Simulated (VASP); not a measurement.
# CdPtC6N6 (Fm-3m) in VASP: electric field gradients with PBE

Aim: the electric field gradients of CdPtC6N6 with PBE.

Everything below comes from runs of VASP 6.6.1. Logs are shortened: lines on timing, memory, paths and dates and some standing lists are left out, and cuts for length are marked.

### 1 The cell of the first run

It takes space group Fm-3m (No. 225, cubic). The conventional cell has a = 10.947 Å, b = 10.947 Å, c = 10.947 Å, α = 90.00°, β = 90.00°, γ = 90.00°. Within 3.1 Å of Cd (site symmetry m-3m) lie 6 N at 2.31 Å. Pt (site symmetry m-3m) has 6 C at 2.01 Å within 2.7 Å. Within 1.6 Å of C (site symmetry 4mm) lie 1 N at 1.16 Å. N (site symmetry 4mm) has 1 C at 1.16 Å within 1.6 Å.

### 2 Electric field gradients, PBE, non-collinear spin, zero start, spin-orbit coupling

Contents of INCAR:

```
SYSTEM = CdPtC6N6
PREC     = Accurate       ! precision mode
ENCUT    = 520            ! plane-wave cutoff, eV
EDIFF    = 1E-8           ! SCF threshold, eV
ISMEAR   = -1             ! smearing method
SIGMA    = 0.05           ! smearing width, eV
LREAL    = .FALSE.        ! projectors in reciprocal space
LASPH    = .TRUE.         ! aspherical terms in the spheres
NELM     = 200            ! most SCF steps
ALGO     = Normal         ! electronic algorithm
ISIF     = 2              ! what is computed and relaxed
LWAVE    = .FALSE.        ! write WAVECAR
LCHARG   = .FALSE.        ! write CHGCAR
MAGMOM   = 0 0 0 0 0 0 0 0 0 0 0 0 0 0 0 0 0 0 0 0 0 0 0 0 0 0 0 0 0 0 0 0 0 0 0 0 0 0 0 0 0 0 ! initial moments
LORBIT   = 11             ! projections on sites
LSORBIT  = .TRUE.         ! spin-orbit coupling
GGA_COMPAT= .FALSE.      
LORBMOM  = .TRUE.       
LMAXMIX  = 4              ! l up to which the mixer works
GGA      = PE             ! functional
LEFG     = .TRUE.       
NBANDS   = 100            ! bands
KPAR     = 4
```

Contents of KPOINTS:

```
regular mesh
0
G
  5 5 5
  0 0 0
```

Contents of POSCAR:

```
CdPtC6N6
1.0
    0.0000000000      5.4737000000      5.4737000000
    5.4737000000      0.0000000000      5.4737000000
    5.4737000000      5.4737000000      0.0000000000
Cd Pt C N
1 1 6 6
Direct
    0.5000000000      0.5000000000      0.5000000000
    0.0000000000      0.0000000000      0.0000000000
    0.1832732474      0.1832732474      0.8167267526
    0.8167267526      0.8167267526      0.1832732474
    0.8167267526      0.1832732474      0.1832732474
    0.1832732474      0.8167267526      0.8167267526
    0.1832732474      0.8167267526      0.1832732474
    0.8167267526      0.1832732474      0.8167267526
    0.2889924317      0.2889924317      0.7110075683
    0.7110075683      0.7110075683      0.2889924317
    0.7110075683      0.2889924317      0.2889924317
    0.2889924317      0.7110075683      0.7110075683
    0.2889924317      0.7110075683      0.2889924317
    0.7110075683      0.2889924317      0.7110075683
```

Potentials or basis: VASP PAW PBE potentials, release 64 (Cd, Pt, C, N).

Launch:

```
cat potpaw_PBE.64/Cd/POTCAR potpaw_PBE.64/Pt/POTCAR potpaw_PBE.64/C/POTCAR potpaw_PBE.64/N/POTCAR > POTCAR
mpirun -np 4 vasp_ncl > vasp.out
```

OUTCAR:

```text
SYSTEM = CdPtC6N6
   PREC = Accurate
   ENCUT = 520
   EDIFF = 1E-8
   ISMEAR = -1
   LREAL = .FALSE.
   LASPH = .TRUE.
   NELM = 200
   ISIF = 2
   LORBIT = 11
   LSORBIT = .TRUE.
   GGA = PE

 ion  position               nearest neighbor table
   1  0.500  0.500  0.500-   9 2.31  10 2.31  11 2.31  12 2.31  13 2.31  14 2.31
   2  0.000  0.000  0.000-   3 2.01   4 2.01   5 2.01   6 2.01   7 2.01   8 2.01
   3  0.183  0.183  0.817-   9 1.16   2 2.01
   4  0.817  0.817  0.183-  10 1.16   2 2.01
   5  0.817  0.183  0.183-  11 1.16   2 2.01
   6  0.183  0.817  0.817-  12 1.16   2 2.01
   7  0.183  0.817  0.183-  13 1.16   2 2.01
   8  0.817  0.183  0.817-  14 1.16   2 2.01
   9  0.289  0.289  0.711-   3 1.16   1 2.31
  10  0.711  0.711  0.289-   4 1.16   1 2.31
  11  0.711  0.289  0.289-   5 1.16   1 2.31
  12  0.289  0.711  0.711-   6 1.16   1 2.31
  13  0.289  0.711  0.289-   7 1.16   1 2.31
  14  0.711  0.289  0.711-   8 1.16   1 2.31

  LATTYP: Found a face centered cubic cell.
 ALAT       =    10.9474000000

  Lattice vectors:

 A1 = (   0.0000000000,   5.4737000000,   5.4737000000)
 A2 = (   5.4737000000,   0.0000000000,   5.4737000000)
 A3 = (   5.4737000000,   5.4737000000,   0.0000000000)

Analysis of symmetry for initial positions (statically):
=====================================================================
 Subroutine PRICEL returns:
 Original cell was already a primitive cell.

 Routine SETGRP: Setting up the symmetry group for a
 face centered cubic supercell.

 Subroutine GETGRP returns: Found 48 space group operations
 (whereof 48 operations were pure point group operations)
 out of a pool of 48 trial point group operations.

The static configuration has the point symmetry O_h .

Analysis of symmetry for dynamics (positions and initial velocities):
=====================================================================
 Subroutine PRICEL returns:
 Original cell was already a primitive cell.

 Routine SETGRP: Setting up the symmetry group for a
 face centered cubic supercell.

 Subroutine GETGRP returns: Found 48 space group operations
 (whereof 48 operations were pure point group operations)
 out of a pool of 48 trial point group operations.

The dynamic configuration has the point symmetry O_h .

Analysis of structural, dynamic, and magnetic symmetry:
=====================================================================
 Subroutine PRICEL returns:
 Original cell was already a primitive cell.

 Routine SETGRP: Setting up the symmetry group for a
 face centered cubic supercell.

 Subroutine GETGRP returns: Found 48 space group operations
 (whereof 48 operations were pure point group operations)
 out of a pool of 48 trial point group operations.

The overall configuration has the point symmetry O_h .

 Subroutine INISYM returns: Found 48 space group operations
 (whereof 48 operations are pure point group operations),
 and found     1 'primitive' translations

----------------------------------------------------------------------------------------

                                     Primitive cell

  volume of cell :     327.9993

  direct lattice vectors                    reciprocal lattice vectors
     0.000000000  5.473700000  5.473700000    -0.091345890  0.091345890  0.091345890
     5.473700000  0.000000000  5.473700000     0.091345890 -0.091345890  0.091345890
     5.473700000  5.473700000  0.000000000     0.091345890  0.091345890 -0.091345890

  length of vectors
     7.740980776  7.740980776  7.740980776     0.158215723  0.158215723  0.158215723

  position of ions in fractional coordinates (direct lattice)
     0.500000000  0.500000000  0.500000000
     0.000000000  0.000000000  0.000000000
     0.183273247  0.183273247  0.816726753
     0.816726753  0.816726753  0.183273247
     0.816726753  0.183273247  0.183273247
     0.183273247  0.816726753  0.816726753
     0.183273247  0.816726753  0.183273247
     0.816726753  0.183273247  0.816726753
     0.288992432  0.288992432  0.711007568
     0.711007568  0.711007568  0.288992432
     0.711007568  0.288992432  0.288992432
     0.288992432  0.711007568  0.711007568
     0.288992432  0.711007568  0.288992432
     0.711007568  0.288992432  0.711007568

  ion indices of the primitive-cell ions
   primitive index   ion index
                 1           1
                 2           2
                 3           3
                 4           4
                 5           5
                 6           6
                 7           7
[... 1116 lines left out ...]
  13      35.115    35.115   -70.230       0.000
  14      35.115    35.115   -70.230       0.000
----------------------------------------------------------------------

           NMR quadrupolar parameters

 Cq : quadrupolar parameter    Cq=e*Q*V_zz/h
 eta: asymmetry parameters     (V_yy - V_xx)/ V_zz
 Q  : nuclear electric quadrupole moment in mb (millibarn)
----------------------------------------------------------------------
 ion       Cq(MHz)       eta       Q (mb)
----------------------------------------------------------------------
   1       0.000       0.000       1.000
   2       0.000       0.000       1.000
   3      -0.124       0.000       1.000
   4      -0.124       0.000       1.000
   5      -0.124       0.000       1.000
   6      -0.124       0.000       1.000
   7      -0.124       0.000       1.000
   8      -0.124       0.000       1.000
   9      -0.170       0.000       1.000
  10      -0.170       0.000       1.000
  11      -0.170       0.000       1.000
  12      -0.170       0.000       1.000
  13      -0.170       0.000       1.000
  14      -0.170       0.000       1.000
----------------------------------------------------------------------

 orbital moment (x)

 # of ion     p       d       tot
 ----------------------------------------
  1         0.000  -0.000  -0.000
  2         0.000   0.000   0.000
  3         0.000   0.000   0.000
  4        -0.000   0.000  -0.000
  5         0.000   0.000   0.000
  6         0.000   0.000   0.000
  7        -0.000   0.000  -0.000
  8         0.000   0.000   0.000
  9         0.000   0.000   0.000
 10         0.000   0.000   0.000
 11         0.000   0.000   0.000
 12         0.000   0.000   0.000
 13         0.000   0.000   0.000
 14         0.000   0.000   0.000
 ----------------------------------------
            0.000   0.000   0.000

 orbital moment (y)

 # of ion     p       d       tot
 ----------------------------------------
  1         0.000   0.000   0.000
  2         0.000  -0.000  -0.000
  3         0.000   0.000   0.000
  4        -0.000   0.000  -0.000
  5        -0.000   0.000  -0.000
  6        -0.000   0.000  -0.000
  7         0.000   0.000   0.000
  8         0.000   0.000   0.000
  9         0.000   0.000   0.000
 10         0.000   0.000   0.000
 11         0.000   0.000   0.000
 12         0.000   0.000   0.000
 13        -0.000   0.000  -0.000
 14        -0.000   0.000  -0.000
 ----------------------------------------
           -0.000  -0.000  -0.000

 orbital moment (z)

 # of ion     p       d       tot
 ----------------------------------------
  1         0.000   0.000   0.000
  2         0.000   0.000   0.000
  3         0.000   0.000   0.000
  4        -0.000   0.000  -0.000
  5         0.000   0.000   0.000
  6        -0.000   0.000  -0.000
  7         0.000   0.000   0.000
  8         0.000   0.000   0.000
  9         0.000   0.000   0.000
 10         0.000   0.000   0.000
 11        -0.000   0.000  -0.000
 12         0.000   0.000   0.000
 13         0.000   0.000   0.000
 14         0.000   0.000   0.000
 ----------------------------------------
            0.000   0.000   0.000

 Spin-Orbit-Coupling matrix elements

 Ion:    1  E_soc:     -0.0487009
 l=   1
     0.0000000    -0.0015016    -0.0015016
    -0.0015016     0.0000000    -0.0015016
    -0.0015016    -0.0015016     0.0000000
 l=   2
     0.0000000    -0.0013983     0.0000000    -0.0013983    -0.0052169
    -0.0013983     0.0000000    -0.0039126    -0.0013983    -0.0013042
     0.0000000    -0.0039126     0.0000000    -0.0039126     0.0000000
    -0.0013983    -0.0013983    -0.0039126     0.0000000    -0.0013042
    -0.0052169    -0.0013042     0.0000000    -0.0013042     0.0000000
 l=   3
     0.0000000     0.0000000     0.0000000     0.0000000     0.0000000     0.0000000     0.0000000
     0.0000000     0.0000000     0.0000000     0.0000000     0.0000000     0.0000000     0.0000000
     0.0000000     0.0000000     0.0000000     0.0000000     0.0000000     0.0000000     0.0000000
     0.0000000     0.0000000     0.0000000     0.0000000     0.0000000     0.0000000     0.0000000
[... 249 lines left out ...]
 l=   2
     0.0000000     0.0000000     0.0000000     0.0000000     0.0000000
     0.0000000     0.0000000     0.0000000     0.0000000     0.0000000
     0.0000000     0.0000000     0.0000000     0.0000000     0.0000000
     0.0000000     0.0000000     0.0000000     0.0000000     0.0000000
     0.0000000     0.0000000     0.0000000     0.0000000     0.0000000
 l=   3
     0.0000000     0.0000000     0.0000000     0.0000000     0.0000000     0.0000000     0.0000000
     0.0000000     0.0000000     0.0000000     0.0000000     0.0000000     0.0000000     0.0000000
     0.0000000     0.0000000     0.0000000     0.0000000     0.0000000     0.0000000     0.0000000
     0.0000000     0.0000000     0.0000000     0.0000000     0.0000000     0.0000000     0.0000000
     0.0000000     0.0000000     0.0000000     0.0000000     0.0000000     0.0000000     0.0000000
     0.0000000     0.0000000     0.0000000     0.0000000     0.0000000     0.0000000     0.0000000
     0.0000000     0.0000000     0.0000000     0.0000000     0.0000000     0.0000000     0.0000000

 total charge

# of ion       s       p       d       tot
------------------------------------------
    1        0.270   0.265   9.661  10.196
    2        0.786   1.334   7.904  10.025
    3        0.941   1.691   0.000   2.632
    4        0.941   1.691   0.000   2.632
    5        0.941   1.691   0.000   2.632
    6        0.941   1.691   0.000   2.632
    7        0.941   1.691   0.000   2.632
    8        0.941   1.691   0.000   2.632
    9        1.315   2.555   0.000   3.871
   10        1.315   2.555   0.000   3.871
   11        1.315   2.555   0.000   3.871
   12        1.315   2.555   0.000   3.871
   13        1.315   2.555   0.000   3.871
   14        1.315   2.555   0.000   3.871
--------------------------------------------------
tot         14.596  27.076  17.565  59.237

 magnetization (x)

# of ion       s       p       d       tot
------------------------------------------
    1        0.000  -0.000  -0.000  -0.000
    2        0.000   0.000   0.000   0.000
    3       -0.000  -0.000   0.000  -0.000
    4       -0.000  -0.000   0.000  -0.000
    5        0.000   0.000   0.000   0.000
    6        0.000   0.000   0.000   0.000
    7        0.000   0.000   0.000   0.000
    8        0.000   0.000   0.000   0.000
    9       -0.000  -0.000   0.000  -0.000
   10       -0.000  -0.000   0.000  -0.000
   11        0.000   0.000   0.000   0.000
   12        0.000   0.000   0.000   0.000
   13        0.000   0.000   0.000   0.000
   14        0.000   0.000   0.000   0.000
--------------------------------------------------
tot          0.000   0.000  -0.000   0.000

 magnetization (y)

# of ion       s       p       d       tot
------------------------------------------
    1        0.000   0.000   0.000   0.000
    2        0.000   0.000   0.000   0.000
    3       -0.000   0.000   0.000   0.000
    4       -0.000   0.000   0.000   0.000
    5        0.000  -0.000   0.000  -0.000
    6        0.000  -0.000   0.000  -0.000
    7        0.000   0.000   0.000   0.000
    8        0.000   0.000   0.000   0.000
    9        0.000   0.000   0.000   0.000
   10        0.000   0.000   0.000   0.000
   11       -0.000  -0.000   0.000  -0.000
   12       -0.000  -0.000   0.000  -0.000
   13        0.000   0.000   0.000   0.000
   14        0.000   0.000   0.000   0.000
--------------------------------------------------
tot         -0.000   0.000   0.000  -0.000

 magnetization (z)

# of ion       s       p       d       tot
------------------------------------------
    1       -0.000   0.000   0.000  -0.000
    2        0.000   0.000   0.000   0.000
    3        0.000   0.000   0.000   0.000
    4        0.000   0.000   0.000   0.000
    5        0.000   0.000   0.000   0.000
    6        0.000   0.000   0.000   0.000
    7       -0.000  -0.000   0.000  -0.000
    8       -0.000  -0.000   0.000  -0.000
    9        0.000   0.000   0.000   0.000
   10        0.000   0.000   0.000   0.000
   11        0.000   0.000   0.000   0.000
   12        0.000   0.000   0.000   0.000
   13        0.000  -0.000   0.000  -0.000
   14        0.000  -0.000   0.000  -0.000
--------------------------------------------------
tot         -0.000  -0.000   0.000  -0.000
```

It took 9.9 min on 4 MPI ranks of Intel Xeon Platinum 8375C at 2.90GHz (Ice Lake), shared host; peak memory 1.8 GiB.

What came out:

```
Free energy                                           : -107.8631 eV
Pressure                                              : 1.9 GPa
Largest force                                         : 0.475 eV/Å
Net moment                                            : 0.00 μB per cell
Largest electric field gradient by atom               : Cd +0.0; Pt -0.0; C -51.1; N -70.2 V/Å²
Valence electrons inside the program's atomic spheres : Cd 10.20; Pt 10.03; C 2.63; N 3.87
```

Forces in eV/Å, atoms in the order of the input:
```
Cd   0.000  0.000  0.000
Pt   0.000  0.000  0.000
C    0.000  0.000 -0.475
C    0.000  0.000  0.475
C   -0.475  0.000  0.000
C    0.475  0.000  0.000
C    0.000 -0.475  0.000
C    0.000  0.475  0.000
N    0.000  0.000  0.414
N    0.000  0.000 -0.414
N    0.414  0.000  0.000
N   -0.414  0.000  0.000
N    0.000  0.414  0.000
N    0.000 -0.414  0.000
```

Moments on the atoms (μB; x, y, z):
```
Cd  0.00 0.00 0.00
Pt  0.00 0.00 0.00
C   0.00 0.00 0.00
C   0.00 0.00 0.00
C   0.00 0.00 0.00
C   0.00 0.00 0.00
C   0.00 0.00 0.00
C   0.00 0.00 0.00
N   0.00 0.00 0.00
N   0.00 0.00 0.00
N   0.00 0.00 0.00
N   0.00 0.00 0.00
N   0.00 0.00 0.00
N   0.00 0.00 0.00
```

Electric field gradients, principal values (V/Å²):
```tsv
atom	least	middle	greatest (by size)
1 Cd	-0.002	-0.002	0.005
2 Pt	-0.001	-0.001	0.001
3 C	25.562	25.562	-51.123
4 C	25.562	25.562	-51.123
5 C	25.562	25.562	-51.123
6 C	25.562	25.562	-51.123
7 C	25.562	25.562	-51.123
8 C	25.562	25.562	-51.123
9 N	35.115	35.115	-70.230
10 N	35.115	35.115	-70.230
11 N	35.115	35.115	-70.230
12 N	35.115	35.115	-70.230
13 N	35.115	35.115	-70.230
14 N	35.115	35.115	-70.230
```

Caveat: without QUAD_EFG the Cq values of the log hold for a quadrupole moment of 1 mb, not for the nuclei.
